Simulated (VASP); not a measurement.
Write the native input for VASP 6.6.1 that does the following.

```yaml
Task: relaxation of cell and atoms
Functional: PBEsol
Potentials_or_basis: VASP PAW PBE potentials, release 64 (Pt, Al)
Cutoff: 600 eV
k_mesh: 8 × 8 × 8
Occupations: fermi-dirac, width 0.05 eV
Spin: no spin polarisation
Target_pressure: 30 GPa
Dipole_correction: no
Further_INCAR_settings: ALGO = Normal; EDIFF = 1e-07; IBRION = 2; EDIFFG = -0.01; NSW = 80; ISIF = 3
```

The structure of Al2Pt lies in POSCAR:

```
Al2Pt
1.0
    0.0000000000      2.9550000000      2.9550000000
    2.9550000000      0.0000000000      2.9550000000
    2.9550000000      2.9550000000      0.0000000000
Pt Al
1 2
Direct
    0.0000000000      0.0000000000      0.0000000000
    0.7500000000      0.7500000000      0.7500000000
    0.2500000000      0.2500000000      0.2500000000
```

One way to write it, as run:

INCAR

```
SYSTEM = Al2Pt
PREC     = Accurate       ! precision mode
ENCUT    = 600            ! plane-wave cutoff, eV
EDIFF    = 1E-7           ! SCF threshold, eV
ISMEAR   = -1             ! smearing method
SIGMA    = 0.05           ! smearing width, eV
LREAL    = .False.        ! projectors in reciprocal space
LASPH    = .True.         ! aspherical terms in the spheres
NELM     = 60             ! most SCF steps
ALGO     = Normal         ! electronic algorithm
ISIF     = 3              ! what is computed and relaxed
LWAVE    = .False.        ! write WAVECAR
LCHARG   = .False.        ! write CHGCAR
GGA      = PS             ! functional
IBRION   = 2              ! ionic algorithm
NSW      = 80             ! ionic steps
EDIFFG   = -0.01          ! ionic threshold
PSTRESS  = 300.0
```

KPOINTS

```
Automatic mesh
0
Gamma
  8 8 8
  0 0 0
```

Potentials or basis: VASP PAW PBE potentials, release 64 (Pt, Al).

Launch:

```console
$ cat potpaw_PBE.64/Pt/POTCAR potpaw_PBE.64/Al/POTCAR > POTCAR
$ mpirun -np 1 vasp_std > vasp.out
```

It gave:

```yaml
Relaxed_volume: 14.65 Å³/atom
Relaxed_cell: a = 3.961 Å, b = 3.961 Å, c = 3.961 Å, α = 60.00°, β = 60.00°, γ = 60.00°
Space_group_after_relaxing_to_0.05_Å: Fm-3m (No. 225)
Energy_change_on_relaxing_the_enthalpy_is_what_falls: +198.6 meV/atom
Ionic_steps: 5
Pressure_after_relaxing: 30.0 GPa
Band_gap_on_the_k_mesh: zero (band 8 reaches 13.73 eV, above the bottom of band 9 at 7.92 eV)
```

Caveat: the cell is relaxed towards a set pressure, so the enthalpy falls and the energy may rise; the PAW data sets were made with another functional, which shifts forces and pressure a little; spin-orbit coupling is left out, which moves the levels of the heavy elements.

Wall time 2.3 min on 1 thread of Intel Xeon 8259CL, on a shared host, peak memory 0.23 GiB.
